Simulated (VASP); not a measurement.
# BeAs (Pmmn) in VASP: single point with PBE

Aim: the single point of BeAs with PBE.

Everything below comes from runs of VASP 6.6.1. Logs are shortened: lines on timing, memory, paths and dates and some standing lists are left out, and cuts for length are marked.

## 1. The cell of the first run

The structure is orthorhombic, space group Pmmn (No. 59). Conventional cell: a = 2.852 Å, b = 3.610 Å, c = 7.557 Å, α = 90.00°, β = 90.00°, γ = 90.00°. Be (site symmetry mm2) has 4 As at 2.32 to 2.38 Å and 6 Be at 2.34 to 2.85 Å within 3.1 Å. Within 3.1 Å of As (site symmetry mm2) lie 4 Be at 2.32 to 2.38 Å and 2 As at 2.85 Å.

## 2. Single point, PBE

The input, POSCAR:

```
BeAs
1.0
    2.8521342166      0.0000000000      0.0000000000
    0.0000000000      3.6095443251      0.0000000000
    0.0000000000      0.0000000000      7.5565480848
Be As
2 2
Direct
    0.0000000000      0.0000000000      0.9705171476
    0.5000000000      0.5000000000      0.0294828524
    0.5000000000      0.0000000000      0.2223299448
    0.0000000000      0.5000000000      0.7776700552
```

The input, INCAR.step1:

```
PREC = Accurate
ENCUT = 520
EDIFF = 1E-6
ISMEAR = 0
SIGMA = 0.1
LREAL = False
LASPH = True
NELM = 100
ALGO = Normal
ISIF = 2
LWAVE = False
LCHARG = True
GGA = PE
NBANDS = 15
```

The input, KPOINTS.step1:

```
regular mesh
0
Gamma
  16 14 6
```

The input, INCAR.step2:

```
PREC = Accurate
ENCUT = 520
EDIFF = 1E-6
ISMEAR = -5
SIGMA = 0.1
LREAL = False
LASPH = True
NELM = 100
ALGO = Normal
ISIF = 2
LWAVE = False
LCHARG = False
GGA = PE
LORBIT = 11
NBANDS = 15
NEDOS = 1001
ICHARG = 11
```

The input, KPOINTS.step2:

```
regular mesh
0
Gamma
  24 21 9
```

Potentials or basis: VASP PAW PBE potentials, release 64 (Be, As).

On the command line:

```bash
$ cat potpaw_PBE.64/Be/POTCAR potpaw_PBE.64/As/POTCAR > POTCAR
$ cp INCAR.step1 INCAR
$ cp KPOINTS.step1 KPOINTS
$ mpirun -np 1 vasp_std > vasp.out
$ cp INCAR.step2 INCAR
$ cp KPOINTS.step2 KPOINTS
$ mpirun -np 1 vasp_std > vasp.out
```

OUTCAR:

```text
PREC = Accurate
   ENCUT = 520
   EDIFF = 1E-6
   ISMEAR = -5
   LREAL = False
   LASPH = True
   NELM = 100
   ISIF = 2
   GGA = PE
   LORBIT = 11
   ICHARG = 11

 ion  position               nearest neighbor table
   1  0.000  0.000  0.971-   4 2.32   4 2.32   2 2.34   2 2.34   2 2.34   2 2.34   3 2.38   3 2.38

   2  0.500  0.500  0.029-   3 2.32   3 2.32   1 2.34   1 2.34   1 2.34   1 2.34   4 2.38   4 2.38

   3  0.500  0.000  0.222-   2 2.32   2 2.32   1 2.38   1 2.38
   4  0.000  0.500  0.778-   1 2.32   1 2.32   2 2.38   2 2.38

  LATTYP: Found a simple orthorhombic cell.
 ALAT       =     2.8521342166
 B/A-ratio  =     1.2655590694
 C/A-ratio  =     2.6494363557

  Lattice vectors:

 A1 = (   2.8521342166,   0.0000000000,   0.0000000000)
 A2 = (   0.0000000000,   3.6095443251,   0.0000000000)
 A3 = (   0.0000000000,   0.0000000000,   7.5565480848)

Analysis of symmetry for initial positions (statically):
=====================================================================
 Subroutine PRICEL returns:
 Original cell was already a primitive cell.

 Routine SETGRP: Setting up the symmetry group for a
 simple orthorhombic supercell.

 Subroutine GETGRP returns: Found  8 space group operations
 (whereof  4 operations were pure point group operations)
 out of a pool of  8 trial point group operations.

The static configuration has the point symmetry C_2v.
 The point group associated with its full space group is D_2h.

Analysis of symmetry for dynamics (positions and initial velocities):
=====================================================================
 Subroutine PRICEL returns:
 Original cell was already a primitive cell.

 Routine SETGRP: Setting up the symmetry group for a
 simple orthorhombic supercell.

 Subroutine GETGRP returns: Found  8 space group operations
 (whereof  4 operations were pure point group operations)
 out of a pool of  8 trial point group operations.

The dynamic configuration has the point symmetry C_2v.
 The point group associated with its full space group is D_2h.

 Subroutine INISYM returns: Found  8 space group operations
 (whereof  4 operations are pure point group operations),
 and found     1 'primitive' translations

----------------------------------------------------------------------------------------

                                     Primitive cell

  volume of cell :      77.7939

  direct lattice vectors                    reciprocal lattice vectors
     2.852134217  0.000000000  0.000000000     0.350614636  0.000000000  0.000000000
     0.000000000  3.609544325  0.000000000     0.000000000  0.277043280  0.000000000
     0.000000000  0.000000000  7.556548085     0.000000000  0.000000000  0.132335557

  length of vectors
     2.852134217  3.609544325  7.556548085     0.350614636  0.277043280  0.132335557

  position of ions in fractional coordinates (direct lattice)
     0.000000000  0.000000000  0.970517148
     0.500000000  0.500000000  0.029482852
     0.500000000  0.000000000  0.222329945
     0.000000000  0.500000000  0.777670055

  ion indices of the primitive-cell ions
   primitive index   ion index
                 1           1
                 2           2
                 3           3
                 4           4

----------------------------------------------------------------------------------------

 KPOINTS: regular mesh

Automatic generation of k-mesh.
 Grid dimensions read from file:
 generate k-points for:   24   21    9

 Generating k-lattice:

  Cartesian coordinates                     Fractional coordinates (reciprocal lattice)
     0.014608943  0.000000000  0.000000000     0.041666667  0.000000000  0.000000000
     0.000000000  0.013192537  0.000000000     0.000000000  0.047619048  0.000000000
     0.000000000  0.000000000  0.014703951     0.000000000  0.000000000  0.111111111

  Length of vectors
     0.014608943  0.013192537  0.014703951

  Shift w.r.t. Gamma in fractional coordinates (k-lattice)
     0.000000000  0.000000000  0.000000000

 TETIRR: Found  13572 inequivalent tetrahedra from    27216

 Subroutine IBZKPT returns following result:
 ===========================================

 Found    715 irreducible k-points:

 Following reciprocal coordinates:
            Coordinates               Weight
  0.000000  0.000000  0.000000      1.000000
  0.041667  0.000000  0.000000      2.000000
  0.083333  0.000000  0.000000      2.000000
  0.125000  0.000000  0.000000      2.000000
  0.166667  0.000000  0.000000      2.000000
  0.208333  0.000000  0.000000      2.000000
[... 16 lines left out ...]
  0.375000  0.047619  0.000000      4.000000
  0.416667  0.047619  0.000000      4.000000
 [... further k-points ...]
   k-points           NKPTS =    715   k-points in BZ     NKDIM =    715   number of bands    NBANDS=     15
   number of dos      NEDOS =   1001   number of ions     NIONS =      4
   total plane-waves  NPLWV =  37632
   dimension x,y,z NGX =    24 NGY =   28 NGZ =   56
   dimension x,y,z NGXF=    48 NGYF=   56 NGZF=  112
   ions per type =               2   2
   NGX,Y,Z   is equivalent  to a cutoff of  13.99, 12.90, 12.32 a.u.
   NGXF,Y,Z  is equivalent  to a cutoff of  27.98, 25.79, 24.64 a.u.
 SYSTEM =  unknown system
   PREC   = accura    normal or accurate (medium, high low for compatibility)
   ISTART =      0    job   : 0-new  1-cont  2-samecut
   ICHARG =     11    charge: 1-file 2-atom 10-const
   ISPIN  =      1    spin polarized calculation?
   LNONCOLLINEAR =      F non collinear calculations
   LSORBIT =      F    spin-orbit coupling
   LASPH  =      T    aspherical Exc in radial PAW
   ENCUT  =  520.0 eV  38.22 Ry    6.18 a.u.   5.30  6.71 14.05*2*pi/ulx,y,z
   NELM   =    100;   NELMIN=  2; NELMDL=  0     # of ELM steps
   EDIFF  = 0.1E-05   stopping-criterion for ELM
   LREAL  =      F    real-space projection
   EDIFFG = 0.1E-04   stopping-criterion for IOM
   NSW    =      0    number of steps for IOM
   IBRION =     -1    ionic relax: 0-MD 1-quasi-New 2-CG
   NFREE  =      0    steps in history (QN), initial steepest desc. (CG)
   ISIF   =      2    stress and relaxation
   ISYM   =      2    0-nonsym 1-usesym 2-fastsym
   POTIM  = 0.5000    time-step for ionic-motion
   TEBEG  =    0.0;   TEEND  =   0.0 temperature during run
   PSTRESS=    0.0 pullay stress
   NELECT =      14.0000    total number of electrons
   NUPDOWN=      -1.0000    fix difference up-down
   EMIN   =  10.00;   EMAX   =-10.00  energy-range for DOS
   EFERMI =   0.00;   METHOD = LEGACY
   ISMEAR =    -5;   SIGMA  =   0.10  broadening in eV -4-tet -1-fermi 0-gaus
   EFERMI_NEDOS =   21; number of points for ismear=-14 and -15
   IALGO  =     38    algorithm
   IMIX   =      4    mixing-type and parameters
     AMIX     =   0.40;   BMIX     =  1.00
     AMIX_MAG =   1.60;   BMIX_MAG =  1.00
  volume/ion in A,a.u.               =      19.45       131.24
  Fermi-wavevector in a.u.,A,eV,Ry     =   0.924277  1.746631 11.623299  0.854288
  Thomas-Fermi vector in A             =   2.050005
   LORBIT       =     11    0 simple, 1 ext, 2 COOP (PROOUT), +10 PAW based schemes
   GGA     = PE    functional components
   LHFCALC =     F    Hartree Fock is set to
   AEXX    =    0.0000 exact exchange contribution
   IVDW    =     0    specifies the selected vdW correction
   LEPSILON=     F    determine dielectric tensor
   LRPA    =     F    only Hartree local field effects (RPA)
 non-spin polarized calculation
 Fermi weights with tetrahedron method with Bloechl corrections
  energy-cutoff  :      520.00
  volume of cell :       77.79
 maximum number of plane-waves:      2125
 NGX is ok and might be reduce to    24

 number of electron      14.0000002 magnetization

 Free energy of the ion-electron system (eV)
  ---------------------------------------------------
  ext. energy  EPLUGINS =         0.00000000
  ---------------------------------------------------
  free energy    TOTEN  =       -16.76118286 eV

  energy without entropy =      -16.76118286  energy(sigma->0) =      -16.76118286

 E-fermi :   2.7464     XC(G=0):  -8.5634

 val. band max:        2.7913734295   @ k =   0.1250   0.0476   0.0000
 cond. band min:       2.7637786189   @ k =   0.3750   0.1429   0.4444
 fundamental gap:     -0.0275948106
 Fermi energy:         2.7464093758

 k-point     1 :       0.0000    0.0000    0.0000
  band No.  band energies     occupation
      1     -10.2115      2.00000
      2      -9.0686      2.00000
      3      -2.7463      2.00000
      4      -0.1118      2.00000
      5       0.9190      2.00000
      6       2.8254      0.48022
      7       5.1132      0.00000
      8       5.2303      0.00000
      9       5.6248      0.00000
     10       6.8170      0.00000
     11       7.2372      0.00000
     12       7.7789      0.00000
     13      10.8135      0.00000
     14      11.5255      0.00000
     15      12.5844      0.00000
[... 397 lines left out ...]
 k-point    24 :       0.4167    0.0476    0.0000
  band No.  band energies     occupation
      1      -7.6668      2.00000
      2      -6.9204      2.00000
      3      -2.6700      2.00000
      4      -1.9519      2.00000
      5       0.1783      2.00000
      6       1.7234      2.00000
      7       2.3896      2.07552
      8       3.6252      0.00000
      9       5.4352      0.00000
     10       7.0514      0.00000
     11       8.1544      0.00000
     12       8.2980      0.00000
     13       8.6864      0.00000
     14       9.3637      0.00000
     15       9.7449      0.00000

 [... further k-points ...]

------------------------ aborting loop because EDIFF is reached ----------------------------------------

  FORCE on cell =-STRESS in cart. coord.  units (eV):
  Direction    XX          YY          ZZ          XY          YZ          ZX
  --------------------------------------------------------------------------------------
  -------------------------------------------------------------------------------------
  Total        0.0210777      0.0579968      0.1174984      0.0000000      0.0000000      0.0000000
  in kB        0.4340977      1.1944533      2.4198960      0.0000000      0.0000000      0.0000000
  external PRESSURE =       1.3494823 kB  Pullay stress =       0.0000000 kB

 VOLUME and BASIS-vectors are now :
 -----------------------------------------------------------------------------
  energy-cutoff  :      520.00
  volume of cell :       77.79
      direct lattice vectors                 reciprocal lattice vectors
     2.852134217  0.000000000  0.000000000     0.350614636  0.000000000  0.000000000
     0.000000000  3.609544325  0.000000000     0.000000000  0.277043280  0.000000000
     0.000000000  0.000000000  7.556548085     0.000000000  0.000000000  0.132335557

 POSITION                                       TOTAL-FORCE (eV/Angst)
 -----------------------------------------------------------------------------------
      0.00000      0.00000      7.33376         0.000000      0.000000     -0.036623
      1.42607      1.80477      0.22279         0.000000      0.000000      0.036623
      1.42607      0.00000      1.68005         0.000000      0.000000      0.036286
      0.00000      1.80477      5.87650         0.000000      0.000000     -0.036286
 -----------------------------------------------------------------------------------
    total drift:                                0.000000      0.000000     -0.000000

  FREE ENERGIE OF THE ION-ELECTRON SYSTEM (eV)
  ---------------------------------------------------
  free  energy   TOTEN  =       -16.7611828582 eV

  energy  without entropy=      -16.7611828582  energy(sigma->0) =      -16.76118286

 total charge

# of ion       s       p       d       tot
------------------------------------------
    1        0.399   0.632   0.000   1.031
    2        0.399   0.632   0.000   1.031
    3        1.288   1.420   0.041   2.749
    4        1.288   1.420   0.041   2.749
--------------------------------------------------
tot          3.373   4.104   0.083   7.560
```

Wall time 6.1 min (1 thread of AMD EPYC 9R45 (Zen 5), shared host); peak memory 0.77 GiB.

Results:

| Property | Result |
| --- | --- |
| Valence electrons inside the program's atomic spheres | Be 1.03; As 2.75 |

Caveat: this functional lacks dispersion, which binds layers or chains, so the pressure and a relaxed spacing across them are unreliable.
